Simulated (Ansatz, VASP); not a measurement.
## TiMoSe4: VASP beside Ansatz

```xyz
6
Lattice="3.1496 0.0000 0.0000 0.0000 3.1496 0.0000 0.0000 0.0000 13.1588" Properties=species:S:1:pos:R:3 pbc="T T T"
Ti    0.0000    0.0000    6.5794
Mo    0.0000    0.0000    0.0000
Se    1.5748    1.5748    5.0648
Se    1.5748    1.5748   11.6362
Se    1.5748    1.5748    1.5226
Se    1.5748    1.5748    8.0939
```

Change from the starting cell: species swapped into the MnFeSi4 type (P4/mmm, No. 123).

Alike in both runs: functional PBE; k mesh 4 × 4 × 1; occupations gaussian, width 0.15 eV; collinear spin.

Ansatz relaxed the structure, and its values are those at the end. VASP's run is a single point on that final structure, the one shown.

|  | VASP | Ansatz |
| --- | --- | --- |
| version | VASP 6.6.1 | Ansatz 0.2.0 |
| potentials or method | VASP PAW PBE potentials, release 64 (Ti_sv, Mo_sv, Se), cutoff 520 eV | scalar-relativistic, plane waves, PAW |
| valence electrons in the cell | 50 | 90 |

|  | VASP | Ansatz | Ansatz less VASP |
| --- | --- | --- | --- |
| gap on the k mesh at the Fermi level (eV) | none | none | - |
| pressure (GPa) | 0.1 | 0.0 | -0.14 |
| rms of the force components (eV/Å) | 0.022 | 0.016 | -0.0063 |
| net moment per atom (μB) | 0.00 | 0.00 | 0.000 |

A gap of «none» marks a metal or a gap that the smearing closes. VASP's potentials hold 50 valence electrons a cell and Ansatz's 90, so a difference there can come from the potentials and not from the codes. Ansatz's warnings: seeded moment not kept.

The k mesh is coarse, so the values compare programs but aren't converged.
